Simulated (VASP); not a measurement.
# Te2Mo in VASP: single point with LDA

Aim: the single point of Te2Mo with LDA.

Everything below comes from runs of VASP 6.6.1. Logs are shortened: lines on timing, memory, paths and dates and some standing lists are left out, and cuts for length are marked.

### Step 1. The cell of the first run

The cell holds a slab with vacuum, 3 atoms: a = 3.467 Å, b = 3.467 Å, c = 17.521 Å, α = 90.00°, β = 90.00°, γ = 120.00°.

### Step 2. Single point, LDA

INCAR

```
PREC = Accurate ; ENCUT = 520
EDIFF = 1E-7 ; ISMEAR = 0
SIGMA = 0.05 ; LREAL = F
LASPH = T ; NELM = 100
ALGO = Normal ; ISIF = 2
LWAVE = F ; LCHARG = F
NBANDS = 20
```

KPOINTS

```
Automatic mesh
0
Gamma
  9 9 2
```

POSCAR

```
Te2Mo
1.0
    3.4666382429      0.0000000000      0.0000000000
   -1.7333191214      3.0021967840      0.0000000000
    0.0000000000      0.0000000000     17.5209030821
Te Mo
2 1
Direct
    0.3333333333      0.6666666667      0.8975436080
    0.3333333333      0.6666666667      0.1024563920
    0.0000000000      0.0000000000      0.0000000000
```

Potentials or basis: VASP PAW LDA potentials, release 64 (Te, Mo_sv).

Started as:

```sh
> cat potpaw_LDA.64/Te/POTCAR potpaw_LDA.64/Mo_sv/POTCAR > POTCAR
> mpirun -np 1 vasp_std > vasp.out
```

OUTCAR:

```text
PREC = Accurate
   ENCUT = 520
   EDIFF = 1E-7
   ISMEAR = 0
   LREAL = F
   LASPH = T
   NELM = 100
   ISIF = 2

 ion  position               nearest neighbor table
   1  0.333  0.667  0.898-   3 2.69   3 2.69   3 2.69   2 3.59
   2  0.333  0.667  0.102-   3 2.69   3 2.69   3 2.69   1 3.59
   3  0.000  0.000  0.000-   1 2.69   2 2.69   1 2.69   2 2.69   1 2.69   2 2.69

  LATTYP: Found a hexagonal cell.
 ALAT       =     3.4666382429
 C/A-ratio  =     5.0541480981

  Lattice vectors:

 A1 = (   3.4666382429,   0.0000000000,   0.0000000000)
 A2 = (  -1.7333191214,   3.0021967840,   0.0000000000)
 A3 = (   0.0000000000,   0.0000000000,  17.5209030821)

Analysis of symmetry for initial positions (statically):
=====================================================================
 Subroutine PRICEL returns:
 Original cell was already a primitive cell.

 Routine SETGRP: Setting up the symmetry group for a
 hexagonal supercell.

 Subroutine GETGRP returns: Found 12 space group operations
 (whereof 12 operations were pure point group operations)
 out of a pool of 24 trial point group operations.

The static configuration has the point symmetry D_3h.

Analysis of symmetry for dynamics (positions and initial velocities):
=====================================================================
 Subroutine PRICEL returns:
 Original cell was already a primitive cell.

 Routine SETGRP: Setting up the symmetry group for a
 hexagonal supercell.

 Subroutine GETGRP returns: Found 12 space group operations
 (whereof 12 operations were pure point group operations)
 out of a pool of 24 trial point group operations.

The dynamic configuration has the point symmetry D_3h.

 Subroutine INISYM returns: Found 12 space group operations
 (whereof 12 operations are pure point group operations),
 and found     1 'primitive' translations

----------------------------------------------------------------------------------------

                                     Primitive cell

  volume of cell :     182.3493

  direct lattice vectors                    reciprocal lattice vectors
     3.466638243  0.000000000  0.000000000     0.288463904  0.166544712  0.000000000
    -1.733319121  3.002196784  0.000000000     0.000000000  0.333089425  0.000000000
     0.000000000  0.000000000 17.520903082     0.000000000  0.000000000  0.057074684

  length of vectors
     3.466638243  3.466638243 17.520903082     0.333089425  0.333089425  0.057074684

  position of ions in fractional coordinates (direct lattice)
     0.333333333  0.666666667  0.897543608
     0.333333333  0.666666667  0.102456392
     0.000000000  0.000000000  0.000000000

  ion indices of the primitive-cell ions
   primitive index   ion index
                 1           1
                 2           2
                 3           3

----------------------------------------------------------------------------------------

 KPOINTS: Automatic mesh

Automatic generation of k-mesh.
 Grid dimensions read from file:
 generate k-points for:    9    9    2

 Generating k-lattice:

  Cartesian coordinates                     Fractional coordinates (reciprocal lattice)
     0.032051545  0.018504968  0.000000000     0.111111111  0.000000000  0.000000000
     0.000000000  0.037009936  0.000000000     0.000000000  0.111111111  0.000000000
     0.000000000  0.000000000  0.028537342     0.000000000  0.000000000  0.500000000

  Length of vectors
     0.037009936  0.037009936  0.028537342

  Shift w.r.t. Gamma in fractional coordinates (k-lattice)
     0.000000000  0.000000000  0.000000000

 Subroutine IBZKPT returns following result:
 ===========================================

 Found     24 irreducible k-points:

 Following reciprocal coordinates:
            Coordinates               Weight
  0.000000  0.000000  0.000000      1.000000
  0.111111  0.000000  0.000000      6.000000
  0.222222  0.000000  0.000000      6.000000
  0.333333  0.000000  0.000000      6.000000
  0.444444  0.000000  0.000000      6.000000
  0.111111  0.111111  0.000000      6.000000
[... 16 lines left out ...]
  0.333333  0.222222  0.500000     12.000000
  0.333333  0.333333  0.500000      2.000000
   k-points           NKPTS =     24   k-points in BZ     NKDIM =     24   number of bands    NBANDS=     20
   number of dos      NEDOS =    301   number of ions     NIONS =      3
   total plane-waves  NPLWV = 109760
   dimension x,y,z NGX =    28 NGY =   28 NGZ =  140
   dimension x,y,z NGXF=    56 NGYF=   56 NGZF=  280
   ions per type =               2   1
   NGX,Y,Z   is equivalent  to a cutoff of  13.43, 13.43, 13.28 a.u.
   NGXF,Y,Z  is equivalent  to a cutoff of  26.86, 26.86, 26.57 a.u.
 SYSTEM =  unknown system
   PREC   = accura    normal or accurate (medium, high low for compatibility)
   ISTART =      0    job   : 0-new  1-cont  2-samecut
   ICHARG =      2    charge: 1-file 2-atom 10-const
   ISPIN  =      1    spin polarized calculation?
   LNONCOLLINEAR =      F non collinear calculations
   LSORBIT =      F    spin-orbit coupling
   LASPH  =      T    aspherical Exc in radial PAW
   ENCUT  =  520.0 eV  38.22 Ry    6.18 a.u.   6.45  6.45 32.58*2*pi/ulx,y,z
   NELM   =    100;   NELMIN=  2; NELMDL= -5     # of ELM steps
   EDIFF  = 0.1E-06   stopping-criterion for ELM
   LREAL  =      F    real-space projection
   EDIFFG = 0.1E-05   stopping-criterion for IOM
   NSW    =      0    number of steps for IOM
   IBRION =     -1    ionic relax: 0-MD 1-quasi-New 2-CG
   NFREE  =      0    steps in history (QN), initial steepest desc. (CG)
   ISIF   =      2    stress and relaxation
   ISYM   =      2    0-nonsym 1-usesym 2-fastsym
   POTIM  = 0.5000    time-step for ionic-motion
   TEBEG  =    0.0;   TEEND  =   0.0 temperature during run
   PSTRESS=    0.0 pullay stress
   NELECT =      26.0000    total number of electrons
   NUPDOWN=      -1.0000    fix difference up-down
   EMIN   =  10.00;   EMAX   =-10.00  energy-range for DOS
   EFERMI =   0.00;   METHOD = LEGACY
   ISMEAR =     0;   SIGMA  =   0.05  broadening in eV -4-tet -1-fermi 0-gaus
   EFERMI_NEDOS =   21; number of points for ismear=-14 and -15
   IALGO  =     38    algorithm
   IMIX   =      4    mixing-type and parameters
     AMIX     =   0.40;   BMIX     =  1.00
     AMIX_MAG =   1.60;   BMIX_MAG =  1.00
  volume/ion in A,a.u.               =      60.78       410.18
  Fermi-wavevector in a.u.,A,eV,Ry     =   0.855259  1.616206  9.952237  0.731469
  Thomas-Fermi vector in A             =   1.971982
   LORBIT       =      0    0 simple, 1 ext, 2 COOP (PROOUT), +10 PAW based schemes
   GGA     = CA    functional components
   LHFCALC =     F    Hartree Fock is set to
   AEXX    =    0.0000 exact exchange contribution
   IVDW    =     0    specifies the selected vdW correction
   LEPSILON=     F    determine dielectric tensor
   LRPA    =     F    only Hartree local field effects (RPA)
 non-spin polarized calculation
 Gauss-broadening in eV      SIGMA  =   0.05
  energy-cutoff  :      520.00
  volume of cell :      182.35
 maximum number of plane-waves:      4958
 NGX is ok and might be reduce to    28
   NGX = 13   NGY = 13   NGZ = 65

 number of electron      26.0000003 magnetization

 Free energy of the ion-electron system (eV)
  ---------------------------------------------------
  ext. energy  EPLUGINS =         0.00000000
  ---------------------------------------------------
  free energy    TOTEN  =       -20.47195478 eV

  energy without entropy =      -20.47195478  energy(sigma->0) =      -20.47195478

 E-fermi :   0.5241     XC(G=0):  -4.9405

 val. band max:        0.1773909449   @ k =   0.3333   0.3333   0.5000
 cond. band min:       1.4182767688   @ k =   0.3333   0.3333   0.0000
 fundamental gap:      1.2408858239
 Fermi energy:         0.5240547272

 k-point     1 :       0.0000    0.0000    0.0000
  band No.  band energies     occupation
      1     -60.0458      2.00000
      2     -34.4431      2.00000
      3     -34.2625      2.00000
      4     -34.2625      2.00000
      5     -12.6931      2.00000
      6     -11.6965      2.00000
[... 12 lines left out ...]
     19       4.9787      0.00000
     20       5.9386      0.00000

 k-point     2 :       0.1111    0.0000    0.0000
  band No.  band energies     occupation
      1     -60.0443      2.00000
      2     -34.4388      2.00000
      3     -34.2812      2.00000
      4     -34.2668      2.00000
      5     -12.5098      2.00000
      6     -11.5705      2.00000
[... 12 lines left out ...]
     19       5.1953      0.00000
     20       6.1881      0.00000

 k-point     3 :       0.2222    0.0000    0.0000
  band No.  band energies     occupation
      1     -60.0406      2.00000
      2     -34.4281      2.00000
      3     -34.3284      2.00000
      4     -34.2777      2.00000
      5     -11.9903      2.00000
      6     -11.2146      2.00000
[... 12 lines left out ...]
     19       5.7943      0.00000
     20       6.6758      0.00000

 k-point     4 :       0.3333    0.0000    0.0000
  band No.  band energies     occupation
      1     -60.0363      2.00000
      2     -34.4158      2.00000
      3     -34.3815      2.00000
      4     -34.2901      2.00000
      5     -11.2503      2.00000
      6     -10.7178      2.00000
[... 12 lines left out ...]
     19       6.1874      0.00000
     20       6.3486      0.00000

 k-point     5 :       0.4444    0.0000    0.0000
  band No.  band energies     occupation
      1     -60.0335      2.00000
      2     -34.4158      2.00000
      3     -34.4078      2.00000
      4     -34.2981      2.00000
      5     -10.6016      2.00000
      6     -10.3054      2.00000
[... 12 lines left out ...]
     19       6.1829      0.00000
     20       6.7494      0.00000

 k-point     6 :       0.1111    0.1111    0.0000
  band No.  band energies     occupation
      1     -60.0417      2.00000
      2     -34.4313      2.00000
      3     -34.3125      2.00000
      4     -34.2760      2.00000
      5     -12.1578      2.00000
      6     -11.3288      2.00000
[... 12 lines left out ...]
     19       5.6175      0.00000
     20       6.5779      0.00000

 k-point     7 :       0.2222    0.1111    0.0000
  band No.  band energies     occupation
      1     -60.0377      2.00000
      2     -34.4198      2.00000
      3     -34.3588      2.00000
      4     -34.2915      2.00000
      5     -11.5212      2.00000
      6     -10.8957      2.00000
[... 12 lines left out ...]
     19       6.3470      0.00000
     20       7.1990      0.00000
[... 277 lines left out ...]
 k-point    20 :       0.3333    0.1111    0.5000
  band No.  band energies     occupation
      1     -60.0342      2.00000
      2     -34.4097      2.00000
      3     -34.3989      2.00000
      4     -34.3053      2.00000
      5     -10.7933      2.00000
      6     -10.4165      2.00000
[... 12 lines left out ...]
     19       6.7756      0.00000
     20       6.8128      0.00000

 k-point    21 :       0.4444    0.1111    0.5000
  band No.  band energies     occupation
      1     -60.0328      2.00000
      2     -34.4147      2.00000
      3     -34.4057      2.00000
      4     -34.3107      2.00000
      5     -10.4240      2.00000
      6     -10.1860      2.00000
[... 12 lines left out ...]
     19       6.9763      0.00000
     20       7.5199      0.00000

 k-point    22 :       0.2222    0.2222    0.5000
  band No.  band energies     occupation
      1     -60.0344      2.00000
      2     -34.4105      2.00000
      3     -34.3847      2.00000
      4     -34.3158      2.00000
      5     -10.8744      2.00000
      6     -10.4615      2.00000
[... 12 lines left out ...]
     19       6.7819      0.00000
     20       6.9381      0.00000

 k-point    23 :       0.3333    0.2222    0.5000
  band No.  band energies     occupation
      1     -60.0323      2.00000
      2     -34.4043      2.00000
      3     -34.3973      2.00000
      4     -34.3358      2.00000
      5     -10.3425      2.00000
      6     -10.1138      2.00000
[... 12 lines left out ...]
     19       6.6379      0.00000
     20       7.2398      0.00000

 k-point    24 :       0.3333    0.3333    0.5000
  band No.  band energies     occupation
      1     -60.0315      2.00000
      2     -34.4022      2.00000
      3     -34.3826      2.00000
      4     -34.3619      2.00000
      5     -10.1510      2.00000
      6      -9.9815      2.00000
[... 12 lines left out ...]
     19       5.4273      0.00000
     20       7.5096      0.00000

------------------------ aborting loop because EDIFF is reached ----------------------------------------

  FORCE on cell =-STRESS in cart. coord.  units (eV):
  Direction    XX          YY          ZZ          XY          YZ          ZX
  --------------------------------------------------------------------------------------
  -------------------------------------------------------------------------------------
  Total        0.1036424      0.1036424      0.1802208      0.0000000      0.0000000      0.0000000
  in kB        0.9106342      0.9106342      1.5834757      0.0000000      0.0000000      0.0000000
  external PRESSURE =       1.1349147 kB  Pullay stress =       0.0000000 kB

 VOLUME and BASIS-vectors are now :
 -----------------------------------------------------------------------------
  energy-cutoff  :      520.00
  volume of cell :      182.35
      direct lattice vectors                 reciprocal lattice vectors
     3.466638243  0.000000000  0.000000000     0.288463904  0.166544712  0.000000000
    -1.733319121  3.002196784  0.000000000     0.000000000  0.333089425  0.000000000
     0.000000000  0.000000000 17.520903082     0.000000000  0.000000000  0.057074684

 POSITION                                       TOTAL-FORCE (eV/Angst)
 -----------------------------------------------------------------------------------
     -0.00000      2.00146     15.72577         0.000000      0.000000     -0.053939
     -0.00000      2.00146      1.79513         0.000000      0.000000      0.053939
      0.00000      0.00000      0.00000        -0.000000      0.000000      0.000000
 -----------------------------------------------------------------------------------
    total drift:                                0.000000     -0.000000     -0.000000

  FREE ENERGIE OF THE ION-ELECTRON SYSTEM (eV)
  ---------------------------------------------------
  free  energy   TOTEN  =       -20.4719547830 eV

  energy  without entropy=      -20.4719547830  energy(sigma->0) =      -20.47195478
```

Wall time 4.2 min (1 thread of Intel Xeon 8259CL, shared host); peak memory 0.3 GiB.

Results:

| Property | Result |
| --- | --- |
| Free energy | -20.4720 eV |
| Largest force | 0.054 eV/Å |
| Band gap on the k mesh | 1.24 eV |

Forces on the atoms (eV/Å):
```
Te   0.000  0.000 -0.054
Te   0.000  0.000  0.054
Mo   0.000  0.000  0.000
```

Levels at points of the mesh, in eV from the valence-band top:
```csv
k point,band 11,band 12,band 13,band 14,band 15,band 16
"(0.00, 0.00, 0.00)",-0.82,-0.82,-0.59,3.37,3.37,3.69
"(0.00, 0.00, 0.50)",-0.82,-0.82,-0.59,3.37,3.37,3.69
```

Caveat: spin-orbit coupling is left out, which moves the levels of the heavy elements.
